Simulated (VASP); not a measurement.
# PtW3 (Pm-3m) in VASP: further runs

PtW3 is run at these levels: r2SCAN; tasks: single point.

Program: VASP 6.6.1. These are calculated values, not measurements. Logs are shortened: lines on timing, memory, paths and dates and some standing lists are left out, and cuts for length are marked.

## 1. The cell of the first run

Symmetry: Pm-3m, No. 221, cubic system. The conventional cell has a = 3.965 Å, b = 3.965 Å, c = 3.965 Å, α = 90.00°, β = 90.00°, γ = 90.00°. Within 3.7 Å of Pt (site symmetry m-3m) lie 12 W at 2.80 Å. Within 3.7 Å of W (site symmetry 4/mmm) lie 4 Pt at 2.80 Å and 8 W at 2.80 Å.

## 2. Single point, r2SCAN

Input file POSCAR:

```
PtW3
1.0
    3.9646587558      0.0000000000      0.0000000000
    0.0000000000      3.9646587558      0.0000000000
    0.0000000000      0.0000000000      3.9646587558
Pt W
1 3
Direct
    0.0000000000      0.0000000000      0.0000000000
    0.0000000000      0.5000000000      0.5000000000
    0.5000000000      0.0000000000      0.5000000000
    0.5000000000      0.5000000000      0.0000000000
```

Input file INCAR.step1:

```
ALGO = Normal
EDIFF = 1E-5
ENCUT = 630
GGA = PE
GGA_COMPAT = False
ISMEAR = 0
LASPH = True
LCHARG = False
LREAL = False
LWAVE = True
NBANDS = 38
NELM = 120
PREC = Accurate
SIGMA = 0.1
```

Input file INCAR.step2:

```
ALGO = Normal
EDIFF = 1E-6
ENCUT = 630
GGA_COMPAT = False
ISIF = 2
ISMEAR = 0
ISTART = 1
LASPH = True
LCHARG = False
LMIXTAU = True
LREAL = False
LWAVE = False
METAGGA = R2SCAN
NBANDS = 38
NELM = 120
PREC = Accurate
SIGMA = 0.1
```

Input file KPOINTS:

```
k-points
0
Gamma
  12 12 12
```

Potentials or basis: VASP PAW PBE potentials, release 64 (Pt_sv_GW, W_sv).

Launch:

```sh
> cat potpaw_PBE.64/Pt_sv_GW/POTCAR potpaw_PBE.64/W_sv/POTCAR > POTCAR
> cp INCAR.step1 INCAR
> mpirun -np 1 vasp_std > vasp.out
> cp INCAR.step2 INCAR
> mpirun -np 1 vasp_std > vasp.out
```

OUTCAR:

```text
EDIFF = 1E-6
   ENCUT = 630
   ISIF = 2
   ISMEAR = 0
   ISTART = 1
   LASPH = True
   LREAL = False
   METAGGA = R2SCAN
   NELM = 120
   PREC = Accurate

 ion  position               nearest neighbor table
   1  0.000  0.000  0.000-   2 2.80   3 2.80   4 2.80   2 2.80   3 2.80   2 2.80   4 2.80   2 2.80
                             3 2.80   4 2.80   3 2.80   4 2.80
   2  0.000  0.500  0.500-   1 2.80   3 2.80   4 2.80   1 2.80   4 2.80   1 2.80   3 2.80   1 2.80
                             3 2.80   4 2.80   4 2.80   3 2.80
   3  0.500  0.000  0.500-   1 2.80   2 2.80   4 2.80   1 2.80   4 2.80   2 2.80   4 2.80   4 2.80
                             1 2.80   2 2.80   1 2.80   2 2.80
   4  0.500  0.500  0.000-   1 2.80   2 2.80   3 2.80   2 2.80   3 2.80   1 2.80   3 2.80   3 2.80
                             1 2.80   2 2.80   2 2.80   1 2.80

  LATTYP: Found a simple cubic cell.
 ALAT       =     3.9646587558

  Lattice vectors:

 A1 = (   3.9646587558,   0.0000000000,   0.0000000000)
 A2 = (   0.0000000000,   3.9646587558,   0.0000000000)
 A3 = (   0.0000000000,   0.0000000000,   3.9646587558)

Analysis of symmetry for initial positions (statically):
=====================================================================
 Subroutine PRICEL returns:
 Original cell was already a primitive cell.

 Routine SETGRP: Setting up the symmetry group for a
 simple cubic supercell.

 Subroutine GETGRP returns: Found 48 space group operations
 (whereof 48 operations were pure point group operations)
 out of a pool of 48 trial point group operations.

The static configuration has the point symmetry O_h .

Analysis of symmetry for dynamics (positions and initial velocities):
=====================================================================
 Subroutine PRICEL returns:
 Original cell was already a primitive cell.

 Routine SETGRP: Setting up the symmetry group for a
 simple cubic supercell.

 Subroutine GETGRP returns: Found 48 space group operations
 (whereof 48 operations were pure point group operations)
 out of a pool of 48 trial point group operations.

The dynamic configuration has the point symmetry O_h .

 Subroutine INISYM returns: Found 48 space group operations
 (whereof 48 operations are pure point group operations),
 and found     1 'primitive' translations

----------------------------------------------------------------------------------------

                                     Primitive cell

  volume of cell :      62.3186

  direct lattice vectors                    reciprocal lattice vectors
     3.964658756  0.000000000  0.000000000     0.252228517  0.000000000  0.000000000
     0.000000000  3.964658756  0.000000000     0.000000000  0.252228517  0.000000000
     0.000000000  0.000000000  3.964658756     0.000000000  0.000000000  0.252228517

  length of vectors
     3.964658756  3.964658756  3.964658756     0.252228517  0.252228517  0.252228517

  position of ions in fractional coordinates (direct lattice)
     0.000000000  0.000000000  0.000000000
     0.000000000  0.500000000  0.500000000
     0.500000000  0.000000000  0.500000000
     0.500000000  0.500000000  0.000000000

  ion indices of the primitive-cell ions
   primitive index   ion index
                 1           1
                 2           2
                 3           3
                 4           4

----------------------------------------------------------------------------------------

 KPOINTS: k-points

Automatic generation of k-mesh.
 Grid dimensions read from file:
 generate k-points for:   12   12   12

 Generating k-lattice:

  Cartesian coordinates                     Fractional coordinates (reciprocal lattice)
     0.021019043  0.000000000  0.000000000     0.083333333  0.000000000  0.000000000
     0.000000000  0.021019043  0.000000000     0.000000000  0.083333333  0.000000000
     0.000000000  0.000000000  0.021019043     0.000000000  0.000000000  0.083333333

  Length of vectors
     0.021019043  0.021019043  0.021019043

  Shift w.r.t. Gamma in fractional coordinates (k-lattice)
     0.000000000  0.000000000  0.000000000

 Subroutine IBZKPT returns following result:
 ===========================================

 Found     84 irreducible k-points:

 Following reciprocal coordinates:
            Coordinates               Weight
  0.000000  0.000000  0.000000      1.000000
  0.083333  0.000000  0.000000      6.000000
  0.166667  0.000000  0.000000      6.000000
  0.250000  0.000000  0.000000      6.000000
  0.333333  0.000000  0.000000      6.000000
  0.416667  0.000000  0.000000      6.000000
[... 16 lines left out ...]
  0.333333  0.333333  0.000000     12.000000
  0.416667  0.333333  0.000000     24.000000
 [... further k-points ...]
   k-points           NKPTS =     84   k-points in BZ     NKDIM =     84   number of bands    NBANDS=     38
   number of dos      NEDOS =    301   number of ions     NIONS =      4
   total plane-waves  NPLWV =  32768
   dimension x,y,z NGX =    32 NGY =   32 NGZ =   32
   dimension x,y,z NGXF=    64 NGYF=   64 NGZF=   64
   ions per type =               1   3
   NGX,Y,Z   is equivalent  to a cutoff of  13.42, 13.42, 13.42 a.u.
   NGXF,Y,Z  is equivalent  to a cutoff of  26.84, 26.84, 26.84 a.u.
 SYSTEM =  unknown system
   PREC   = accura    normal or accurate (medium, high low for compatibility)
   ISTART =      1    job   : 0-new  1-cont  2-samecut
   ICHARG =      0    charge: 1-file 2-atom 10-const
   ISPIN  =      1    spin polarized calculation?
   LNONCOLLINEAR =      F non collinear calculations
   LSORBIT =      F    spin-orbit coupling
   LASPH  =      T    aspherical Exc in radial PAW
   ENCUT  =  630.0 eV  46.30 Ry    6.80 a.u.   8.11  8.11  8.11*2*pi/ulx,y,z
   NELM   =    120;   NELMIN=  2; NELMDL=  0     # of ELM steps
   EDIFF  = 0.1E-05   stopping-criterion for ELM
   LREAL  =      F    real-space projection
   EDIFFG = 0.1E-04   stopping-criterion for IOM
   NSW    =      0    number of steps for IOM
   IBRION =     -1    ionic relax: 0-MD 1-quasi-New 2-CG
   NFREE  =      0    steps in history (QN), initial steepest desc. (CG)
   ISIF   =      2    stress and relaxation
   ISYM   =      2    0-nonsym 1-usesym 2-fastsym
   POTIM  = 0.5000    time-step for ionic-motion
   TEBEG  =    0.0;   TEEND  =   0.0 temperature during run
   PSTRESS=    0.0 pullay stress
   NELECT =      60.0000    total number of electrons
   NUPDOWN=      -1.0000    fix difference up-down
   EMIN   =  10.00;   EMAX   =-10.00  energy-range for DOS
   EFERMI =   0.00;   METHOD = LEGACY
   ISMEAR =     0;   SIGMA  =   0.10  broadening in eV -4-tet -1-fermi 0-gaus
   EFERMI_NEDOS =   21; number of points for ismear=-14 and -15
   IALGO  =     38    algorithm
   IMIX   =      4    mixing-type and parameters
     AMIX     =   0.40;   BMIX     =  1.00
     AMIX_MAG =   1.60;   BMIX_MAG =  1.00
  volume/ion in A,a.u.               =      15.58       105.14
  Fermi-wavevector in a.u.,A,eV,Ry     =   1.616539  3.054815 35.554708  2.613197
  Thomas-Fermi vector in A             =   2.711109
   LORBIT       =      0    0 simple, 1 ext, 2 COOP (PROOUT), +10 PAW based schemes
   METAGGA = R2SCAN    functional components
   LHFCALC =     F    Hartree Fock is set to
   AEXX    =    0.0000 exact exchange contribution
   IVDW    =     0    specifies the selected vdW correction
   LEPSILON=     F    determine dielectric tensor
   LRPA    =     F    only Hartree local field effects (RPA)
 non-spin polarized calculation
 Gauss-broadening in eV      SIGMA  =   0.10
  energy-cutoff  :      630.00
  volume of cell :       62.32
 maximum number of plane-waves:      2272
   NGX = 17   NGY = 17   NGZ = 17

 number of electron      60.0000006 magnetization

 Free energy of the ion-electron system (eV)
  ---------------------------------------------------
  ext. energy  EPLUGINS =         0.00000000
  ---------------------------------------------------
  free energy    TOTEN  =      -205.34557063 eV

  energy without entropy =     -205.33274392  energy(sigma->0) =     -205.33915728

 E-fermi :  10.9744     XC(G=0): -15.1050

 val. band max:       10.9714017020   @ k =   0.1667   0.0833   0.0833
 cond. band min:      10.9791034616   @ k =   0.5000   0.4167   0.0833
 fundamental gap:      0.0077017597
 Fermi energy:        10.9743754481

 k-point     1 :       0.0000    0.0000    0.0000
  band No.  band energies     occupation
      1     -90.3031      2.00000
      2     -64.7572      2.00000
      3     -64.6078      2.00000
      4     -64.6078      2.00000
      5     -43.8588      2.00000
      6     -43.8588      2.00000
[... 30 lines left out ...]
     37      16.3961      0.00000
     38      17.1750      0.00000

 k-point     2 :       0.0833    0.0000    0.0000
  band No.  band energies     occupation
      1     -90.3031      2.00000
      2     -64.7550      2.00000
      3     -64.6101      2.00000
      4     -64.6078      2.00000
      5     -43.8589      2.00000
      6     -43.8588      2.00000
[... 30 lines left out ...]
     37      16.2122      0.00000
     38      17.1763      0.00000

 k-point     3 :       0.1667    0.0000    0.0000
  band No.  band energies     occupation
      1     -90.3033      2.00000
      2     -64.7485      2.00000
      3     -64.6167      2.00000
      4     -64.6078      2.00000
      5     -43.8590      2.00000
      6     -43.8587      2.00000
[... 30 lines left out ...]
     37      15.7617      0.00000
     38      17.1776      0.00000

 k-point     4 :       0.2500    0.0000    0.0000
  band No.  band energies     occupation
      1     -90.3034      2.00000
      2     -64.7383      2.00000
      3     -64.6269      2.00000
      4     -64.6077      2.00000
      5     -43.8592      2.00000
      6     -43.8585      2.00000
[... 30 lines left out ...]
     37      15.3943      0.00000
     38      17.1802      0.00000
[... 703 lines left out ...]
      4     -64.6220      2.00000
      5     -43.8602      2.00000
      6     -43.8595      2.00000
[... 30 lines left out ...]
     37      15.0103      0.00000
     38      15.0736      0.00000

 k-point    23 :       0.3333    0.3333    0.0000
  band No.  band energies     occupation
      1     -90.3033      2.00000
      2     -64.6996      2.00000
      3     -64.6450      2.00000
      4     -64.6278      2.00000
      5     -43.8605      2.00000
      6     -43.8595      2.00000
[... 30 lines left out ...]
     37      14.6259      0.00000
     38      15.7376      0.00000

 k-point    24 :       0.4167    0.3333    0.0000
  band No.  band energies     occupation
      1     -90.3033      2.00000
      2     -64.6886      2.00000
      3     -64.6523      2.00000
      4     -64.6314      2.00000
      5     -43.8606      2.00000
      6     -43.8600      2.00000
[... 30 lines left out ...]
     37      14.7769      0.00000
     38      15.5778      0.00000

 [... further k-points ...]
[... 5 lines left out ...]
  --------------------------------------------------------------------------------------
  -------------------------------------------------------------------------------------
  Total        0.3632400      0.3632400      0.3632400      0.0000000     -0.0000000     -0.0000000
  in kB        9.3387070      9.3387070      9.3387070      0.0000000     -0.0000000     -0.0000000
  external PRESSURE =       9.3387070 kB  Pullay stress =       0.0000000 kB

 VOLUME and BASIS-vectors are now :
 -----------------------------------------------------------------------------
  energy-cutoff  :      630.00
  volume of cell :       62.32
      direct lattice vectors                 reciprocal lattice vectors
     3.964658756  0.000000000  0.000000000     0.252228517  0.000000000  0.000000000
     0.000000000  3.964658756  0.000000000     0.000000000  0.252228517  0.000000000
     0.000000000  0.000000000  3.964658756     0.000000000  0.000000000  0.252228517

 POSITION                                       TOTAL-FORCE (eV/Angst)
 -----------------------------------------------------------------------------------
      0.00000      0.00000      0.00000         0.000000      0.000000      0.000000
      0.00000      1.98233      1.98233         0.000000      0.000000      0.000000
      1.98233      0.00000      1.98233         0.000000      0.000000      0.000000
      1.98233      1.98233      0.00000         0.000000      0.000000      0.000000
 -----------------------------------------------------------------------------------
    total drift:                                0.000000     -0.000000     -0.000000

  FREE ENERGIE OF THE ION-ELECTRON SYSTEM (eV)
  ---------------------------------------------------
  free  energy   TOTEN  =      -205.3455706273 eV

  energy  without entropy=     -205.3327439229  energy(sigma->0) =     -205.33915728
```

Wall time 5.3 min (1 thread of Intel Xeon Platinum 8488C (Sapphire Rapids), shared host); peak memory 0.35 GiB.

Results:

```yaml
Free_energy: -205.3456 eV
Pressure: 0.9 GPa
Band_gap_on_the_k_mesh: zero (bands 30 and 31 overlap by 3.65 eV)
```

Caveat: the PAW data sets were made with another functional, which shifts forces and pressure a little; spin-orbit coupling is left out, which moves the levels of the heavy elements.

## 3. Single point, r2SCAN

This run uses another cell than the first one, of 15.45 Å³/atom.

Input file POSCAR:

```
PtW3
1.0
    3.9540306197      0.0000000000      0.0000000000
    0.0000000000      3.9540306197      0.0000000000
    0.0000000000      0.0000000000      3.9540306197
Pt W
1 3
Direct
    0.0000000000      0.0000000000      0.0000000000
    0.0000000000      0.5000000000      0.5000000000
    0.5000000000      0.0000000000      0.5000000000
    0.5000000000      0.5000000000      0.0000000000
```

Input file INCAR.step1:

```
SYSTEM = PtW3
ALGO     = Normal         ! electronic algorithm
EDIFF    = 1E-5           ! SCF threshold, eV
ENCUT    = 630            ! plane-wave cutoff, eV
GGA      = PE             ! functional
GGA_COMPAT= .FALSE.      
ISMEAR   = 0              ! smearing method
LASPH    = .TRUE.         ! aspherical terms in the spheres
LCHARG   = .FALSE.        ! write CHGCAR
LREAL    = .FALSE.        ! projectors in reciprocal space
LWAVE    = .TRUE.         ! write WAVECAR
NBANDS   = 38             ! bands
NELM     = 120            ! most SCF steps
PREC     = Accurate       ! precision mode
SIGMA    = 0.1            ! smearing width, eV
```

Input file INCAR.step2:

```
SYSTEM = PtW3
ALGO     = Normal         ! electronic algorithm
EDIFF    = 1E-6           ! SCF threshold, eV
ENCUT    = 630            ! plane-wave cutoff, eV
GGA_COMPAT= .FALSE.      
ISIF     = 2              ! what is computed and relaxed
ISMEAR   = 0              ! smearing method
ISTART   = 1            
LASPH    = .TRUE.         ! aspherical terms in the spheres
LCHARG   = .FALSE.        ! write CHGCAR
LMIXTAU  = .TRUE.       
LREAL    = .FALSE.        ! projectors in reciprocal space
LWAVE    = .FALSE.        ! write WAVECAR
METAGGA  = R2SCAN         ! meta-GGA
NBANDS   = 38             ! bands
NELM     = 120            ! most SCF steps
PREC     = Accurate       ! precision mode
SIGMA    = 0.1            ! smearing width, eV
```

Input file KPOINTS:

```
k-points
0
G
  4 4 4
  0 0 0
```

Potentials or basis: VASP PAW PBE potentials, release 64 (Pt_sv_GW, W_sv).

Launch:

```sh
> cat potpaw_PBE.64/Pt_sv_GW/POTCAR potpaw_PBE.64/W_sv/POTCAR > POTCAR
> cp INCAR.step1 INCAR
> mpirun -np 1 vasp_std > vasp.out
> cp INCAR.step2 INCAR
> mpirun -np 1 vasp_std > vasp.out
```

Wall time 58 s (1 thread of AMD EPYC 9R45 (Zen 5), shared host); peak memory 0.17 GiB.

The run converged. Its results:

```yaml
Free_energy: -205.4155 eV
Pressure: 3.1 GPa
Band_gap_on_the_k_mesh: zero (bands 30 and 31 overlap by 3.50 eV)
```

Levels at points of the mesh, in eV from the Fermi level:
```tsv
k point	band 28	band 29	band 30	band 31	band 32	band 33
(0.00, 0.00, 0.00)	0.26	2.62	2.62	2.62	3.57	3.57
(0.50, 0.00, 0.00)	-0.29	-0.08	-0.08	0.64	1.18	1.44
(0.50, 0.50, 0.00)	-2.33	-2.33	0.40	0.40	0.81	0.88
(0.50, 0.50, 0.50)	-1.07	-0.10	-0.10	-0.10	0.60	3.17
```

Caveat: the k points lie up to 0.40 Å⁻¹ apart, too coarse for converged energies and pressures of a metal; the PAW data sets were made with another functional, which shifts forces and pressure a little; spin-orbit coupling is left out, which moves the levels of the heavy elements.

The gap in the log of VASP goes by the Fermi energy; the results here count the filled bands.